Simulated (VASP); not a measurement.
# Ta (P6_3/mmc) in VASP: a series of runs, part 2 of 2

VASP 6.6.1. The steps go on from the part before.

## 4. Single point, LDA

This run uses another cell than the first one, of 18.82 Å³/atom, 1.087 times its volume.

Contents of INCAR:

```
SYSTEM = Ta
PREC = Accurate
ENCUT = 520
EDIFF = 1E-7
ISMEAR = 1
SIGMA = 0.1
LREAL = .False.
LASPH = .True.
NELM = 100
ALGO = Normal
ISIF = 2
LWAVE = .False.
LCHARG = .True.
LELF = .True.
LVHAR = .True.
NBANDS = 18
```

Contents of KPOINTS:

```
regular mesh
0
Gamma
  11 11 6
  0 0 0
```

Contents of POSCAR:

```
Ta
1.0
    2.9003700000      0.0000000000      0.0000000000
   -1.4501900000      2.5118000000      0.0000000000
    0.0000000000      0.0000000000      5.1662700000
Ta
2
Direct
    0.6666666667      0.3333333333      0.7500000000
    0.3333333333      0.6666666667      0.2500000000
```

Potentials or basis: VASP PAW LDA potentials, release 64 (Ta_pv).

Started as:

```bash
$ cat potpaw_LDA.64/Ta_pv/POTCAR > POTCAR
$ mpirun -np 1 vasp_std > vasp.out
```

OUTCAR:

```text
SYSTEM = Ta
   PREC = Accurate
   ENCUT = 520
   EDIFF = 1E-7
   ISMEAR = 1
   LREAL = .False.
   LASPH = .True.
   NELM = 100
   ISIF = 2

 ion  position               nearest neighbor table
   1  0.667  0.333  0.750-   2 3.08   2 3.08   2 3.08   2 3.08   2 3.08   2 3.08
   2  0.333  0.667  0.250-   1 3.08   1 3.08   1 3.08   1 3.08   1 3.08   1 3.08

  LATTYP: Found a hexagonal cell.
 ALAT       =     2.9003700000
 C/A-ratio  =     1.7812451515

  Lattice vectors:

 A1 = (   2.9003700000,   0.0000000000,   0.0000000000)
 A2 = (  -1.4501900000,   2.5118000000,   0.0000000000)
 A3 = (   0.0000000000,   0.0000000000,   5.1662700000)

Analysis of symmetry for initial positions (statically):
[... 685 lines left out ...]
     18      12.3264      0.00000

 [... further k-points ...]
[... 5 lines left out ...]
  --------------------------------------------------------------------------------------
  -------------------------------------------------------------------------------------
  Total       -2.7868511     -2.7868642     -2.3355160      0.0000055      0.0000000      0.0000000
  in kB     -118.6338963   -118.6344536    -99.4209423      0.0002362      0.0000000      0.0000000
  external PRESSURE =    -112.2297641 kB  Pullay stress =       0.0000000 kB

 VOLUME and BASIS-vectors are now :
 -----------------------------------------------------------------------------
  energy-cutoff  :      520.00
  volume of cell :       37.64
      direct lattice vectors                 reciprocal lattice vectors
     2.900370000  0.000000000  0.000000000     0.344783597  0.199061121  0.000000000
    -1.450190000  2.511800000  0.000000000     0.000000000  0.398120869  0.000000000
     0.000000000  0.000000000  5.166270000     0.000000000  0.000000000  0.193563248

 POSITION                                       TOTAL-FORCE (eV/Angst)
 -----------------------------------------------------------------------------------
      1.45018      0.83727      3.87470        -0.000000     -0.000000      0.000000
     -0.00000      1.67453      1.29157         0.000000      0.000000      0.000000
 -----------------------------------------------------------------------------------
    total drift:                               -0.000000      0.000000     -0.000000

  FREE ENERGIE OF THE ION-ELECTRON SYSTEM (eV)
  ---------------------------------------------------
  free  energy   TOTEN  =       -24.9794589670 eV

  energy  without entropy=      -24.9811385493  energy(sigma->0) =      -24.98001883
```

OSZICAR:

```text
N       E                     dE             d eps       ncg     rms          rms(c)
DAV:   1     0.167435177866E+03    0.16744E+03   -0.12770E+04  2312   0.125E+03
DAV:   2    -0.217776094776E+02   -0.18921E+03   -0.18599E+03  2836   0.354E+02
DAV:   3    -0.259701866832E+02   -0.41926E+01   -0.41444E+01  2758   0.492E+01
DAV:   4    -0.260012173406E+02   -0.31031E-01   -0.30997E-01  2650   0.446E+00
DAV:   5    -0.260014426916E+02   -0.22535E-03   -0.22534E-03  2578   0.366E-01    0.175E+01
DAV:   6    -0.252227445331E+02    0.77870E+00   -0.82807E-01  2538   0.756E+00    0.822E+00
DAV:   7    -0.249842496957E+02    0.23849E+00   -0.64177E-01  2628   0.625E+00    0.471E-01
DAV:   8    -0.249795152254E+02    0.47345E-02   -0.78378E-03  2590   0.817E-01    0.108E-01
DAV:   9    -0.249794629060E+02    0.52319E-04   -0.18497E-04  2742   0.960E-02    0.539E-02
DAV:  10    -0.249794596714E+02    0.32346E-05   -0.20869E-05  2830   0.291E-02    0.564E-03
DAV:  11    -0.249794589993E+02    0.67203E-06   -0.24747E-06  2600   0.114E-02    0.399E-03
DAV:  12    -0.249794589670E+02    0.32349E-07   -0.67752E-08  1306   0.225E-03
   1 F= -.24979459E+02 E0= -.24980019E+02  d E =0.167958E-02
```

stdout:

```text
POSCAR found type information on POSCAR Ta
 POSCAR found :  1 types and       2 ions
 scaLAPACK will be used
 LDA part: xc-table for (Slater(with rela. corr.)+CA(PZ))
 , standard interpolation
 POSCAR, INCAR and KPOINTS ok, starting setup
 FFT: planning ... GRIDC
 FFT: planning ... GRID_SOFT
 FFT: planning ... GRID
 WAVECAR not read
 entering main loop
```

Run time: 16 s. Hardware: 1 thread of Intel Xeon Platinum 8488C (Sapphire Rapids), shared host; peak memory 0.16 GiB.

What came out:

- Free energy: -24.9795 eV
- Pressure: -11.2 GPa
- Band gap on the k mesh: zero (band 11 reaches 6.93 eV, above the bottom of band 12 at 4.70 eV)

Stress tensor (GPa, compression positive):
```
-11.86   0.00   0.00
  0.00 -11.86   0.00
  0.00   0.00  -9.94
```

Caveat: spin-orbit coupling is left out, which moves the levels of the heavy elements.

## 5. Single point, LDA

This run uses another cell than the first one, of 19.57 Å³/atom, 1.130 times its volume.

Contents of INCAR:

```
SYSTEM = Ta
PREC     = Accurate       ! precision mode
ENCUT    = 520            ! plane-wave cutoff, eV
EDIFF    = 1E-6           ! SCF threshold, eV
ISMEAR   = 1              ! smearing method
SIGMA    = 0.1            ! smearing width, eV
LREAL    = .FALSE.        ! projectors in reciprocal space
LASPH    = .TRUE.         ! aspherical terms in the spheres
NELM     = 60             ! most SCF steps
ALGO     = Normal         ! electronic algorithm
ISIF     = 2              ! what is computed and relaxed
LWAVE    = .FALSE.        ! write WAVECAR
LCHARG   = .FALSE.        ! write CHGCAR
GGA      = CA             ! functional
NBANDS   = 18             ! bands
```

Contents of KPOINTS:

```
Automatic mesh
0
G
  11 11 6
  0 0 0
```

Contents of POSCAR:

```
Ta
1.0
    2.9385371401      0.0000000000      0.0000000000
   -1.4692736358      2.5448537905      0.0000000000
    0.0000000000      0.0000000000      5.2342550332
Ta
2
Direct
    0.6666666667      0.3333333333      0.7500000000
    0.3333333333      0.6666666667      0.2500000000
```

Started as:

```bash
$ cat potpaw_LDA.64/Ta_pv/POTCAR > POTCAR
$ mpirun -np 1 vasp_std > vasp.out
```

It took 14 s on 1 thread of Intel Xeon Platinum 8488C (Sapphire Rapids), shared host; peak memory 0.16 GiB.

Results (log left out):

| Quantity | Value |
| --- | --- |
| Free energy | -24.8445 eV |
| Pressure | -17.4 GPa |
| Band gap on the k mesh | zero (band 11 reaches 6.48 eV, above the bottom of band 12 at 4.43 eV) |

Stress tensor (GPa, compression positive):
```
-18.31   0.00   0.00
  0.00 -18.31   0.00
  0.00   0.00 -15.53
```

Levels at points of the mesh, in eV from the Fermi level:
```csv
k point,band 8,band 9,band 10,band 11,band 12,band 13,band 14,band 15
"(0.00, 0.00, 0.00)",-4.73,-0.55,-0.08,0.55,0.55,1.08,1.08,2.76
"(0.00, 0.00, 0.50)",-6.18,-1.12,-1.12,0.60,0.60,0.60,0.60,4.10
```

Caveat: spin-orbit coupling is left out, which moves the levels of the heavy elements.

## 6. Single point, LDA

This run uses another cell than the first one, of 20.32 Å³/atom, 1.174 times its volume.

Contents of INCAR:

```
  PREC = Accurate
  ENCUT = 520
  EDIFF = 1E-7
  ISMEAR = 1
  SIGMA = 0.1
  LREAL = F
  LASPH = T
  NELM = 60
  ALGO = Normal
  ISIF = 2
  LWAVE = F
  LCHARG = T
  LELF = T
  LVHAR = T
  NBANDS = 18
```

Contents of KPOINTS:

```
regular mesh
0
Gamma
  11 11 6
```

Contents of POSCAR:

```
Ta
1.0
    2.9757377619      0.0000000000      0.0000000000
   -1.4878740109      2.5770705497      0.0000000000
    0.0000000000      0.0000000000      5.3005184604
Ta
2
Direct
    0.6666666667      0.3333333333      0.7500000000
    0.3333333333      0.6666666667      0.2500000000
```

Potentials or basis: VASP PAW LDA potentials, release 64 (Ta_pv).

Started as:

```bash
$ cat potpaw_LDA.64/Ta_pv/POTCAR > POTCAR
$ mpirun -np 1 vasp_std > vasp.out
```

OUTCAR:

```text
PREC = Accurate
   ENCUT = 520
   EDIFF = 1E-7
   ISMEAR = 1
   LREAL = F
   LASPH = T
   NELM = 60
   ISIF = 2

 ion  position               nearest neighbor table
   1  0.667  0.333  0.750-   2 3.16   2 3.16   2 3.16   2 3.16   2 3.16   2 3.16
   2  0.333  0.667  0.250-   1 3.16   1 3.16   1 3.16   1 3.16   1 3.16   1 3.16

  LATTYP: Found a hexagonal cell.
 ALAT       =     2.9757377619
 C/A-ratio  =     1.7812451515

  Lattice vectors:

 A1 = (   2.9757377619,   0.0000000000,   0.0000000000)
 A2 = (  -1.4878740109,   2.5770705497,   0.0000000000)
 A3 = (   0.0000000000,   0.0000000000,   5.3005184604)

Analysis of symmetry for initial positions (statically):
=====================================================================
 Subroutine PRICEL returns:
 Original cell was already a primitive cell.

 Routine SETGRP: Setting up the symmetry group for a
 hexagonal supercell.

 Subroutine GETGRP returns: Found 24 space group operations
 (whereof 12 operations were pure point group operations)
 out of a pool of 24 trial point group operations.

The static configuration has the point symmetry D_3d.
[... 158 lines left out ...]
  ext. energy  EPLUGINS =         0.00000000
  ---------------------------------------------------
  free energy    TOTEN  =       -24.65762630 eV

  energy without entropy =      -24.65870307  energy(sigma->0) =      -24.65798522

 E-fermi :   4.8520     XC(G=0): -12.1809

 val. band max:        4.8329042924   @ k =   0.2727   0.2727   0.0000
 cond. band min:       4.8551378462   @ k =   0.1818   0.0000   0.0000
 fundamental gap:      0.0222335539
 Fermi energy:         4.8519610257

 k-point     1 :       0.0000    0.0000    0.0000
  band No.  band energies     occupation
      1     -29.6207      2.00000
      2     -28.9931      2.00000
      3     -28.8741      2.00000
      4     -28.8741      2.00000
      5     -28.8094      2.00000
      6     -28.8094      2.00000
[... 481 lines left out ...]
      5     -28.9730      2.00000
      6     -28.9109      2.00000
[... 10 lines left out ...]
     17       9.3944      0.00000
     18      11.0184      0.00000

 [... further k-points ...]
[... 5 lines left out ...]
  --------------------------------------------------------------------------------------
  -------------------------------------------------------------------------------------
  Total       -5.9483763     -5.9484042     -5.0852421      0.0000118     -0.0000000      0.0000000
  in kB     -234.4605077   -234.4616090   -200.4393120      0.0004667     -0.0000000      0.0000000
  external PRESSURE =    -223.1204762 kB  Pullay stress =       0.0000000 kB

 VOLUME and BASIS-vectors are now :
 -----------------------------------------------------------------------------
  energy-cutoff  :      520.00
  volume of cell :       40.65
      direct lattice vectors                 reciprocal lattice vectors
     2.975737762  0.000000000  0.000000000     0.336051117  0.194019416  0.000000000
    -1.487874011  2.577070550  0.000000000     0.000000000  0.388037495  0.000000000
     0.000000000  0.000000000  5.300518460     0.000000000  0.000000000  0.188660790

 POSITION                                       TOTAL-FORCE (eV/Angst)
 -----------------------------------------------------------------------------------
      1.48787      0.85902      3.97539         0.000000      0.000000      0.000000
     -0.00000      1.71805      1.32513        -0.000000     -0.000000      0.000000
 -----------------------------------------------------------------------------------
    total drift:                               -0.000000      0.000000     -0.000000

  FREE ENERGIE OF THE ION-ELECTRON SYSTEM (eV)
  ---------------------------------------------------
  free  energy   TOTEN  =       -24.6576263030 eV

  energy  without entropy=      -24.6587030681  energy(sigma->0) =      -24.65798522
```

stdout:

```text
POSCAR found type information on POSCAR Ta
 POSCAR found :  1 types and       2 ions
 scaLAPACK will be used
 LDA part: xc-table for (Slater(with rela. corr.)+CA(PZ))
 , standard interpolation
 POSCAR, INCAR and KPOINTS ok, starting setup
 FFT: planning ... GRIDC
 FFT: planning ... GRID_SOFT
 FFT: planning ... GRID
 WAVECAR not read
 entering main loop
```

It took 16 s on 1 thread of Intel Xeon Platinum 8488C (Sapphire Rapids), shared host; peak memory 0.16 GiB.

Results:

```
Free energy            : -24.6576 eV
Pressure               : -22.3 GPa
Band gap on the k mesh : zero (band 11 reaches 6.07 eV, above the bottom of band 12 at 4.17 eV)
```

Caveat: spin-orbit coupling is left out, which moves the levels of the heavy elements.

## 7. Summary

| cell | gap on the mesh (eV) | pressure (GPa) |
| --- | --- | --- |
| a = 2.821, b = 2.821, c = 5.025 Å, angles 90.0, 90.0, 120.0°, 2 atoms | none | 5.6 |
| a = 2.861, b = 2.861, c = 5.096 Å, angles 90.0, 90.0, 120.0°, 2 atoms | none | -3.6 |
| a = 2.900, b = 2.900, c = 5.166 Å, angles 90.0, 90.0, 120.0°, 2 atoms | none | -11.2 |
| a = 2.939, b = 2.939, c = 5.234 Å, angles 90.0, 90.0, 120.0°, 2 atoms | none | -17.4 |
| a = 2.976, b = 2.976, c = 5.301 Å, angles 90.0, 90.0, 120.0°, 2 atoms | none | -22.3 |

Alike in all rows: task single point; level LDA; potentials or basis VASP PAW LDA potentials, release 64 (Ta_pv); no spin polarisation; k mesh 11 × 11 × 6; cutoff (eV) 520; smearing methfessel-paxton 0.1 eV.

Caveats: spin-orbit coupling is left out, which moves the levels of the heavy elements.

Absolute energies hang on the potentials; compare differences alone.
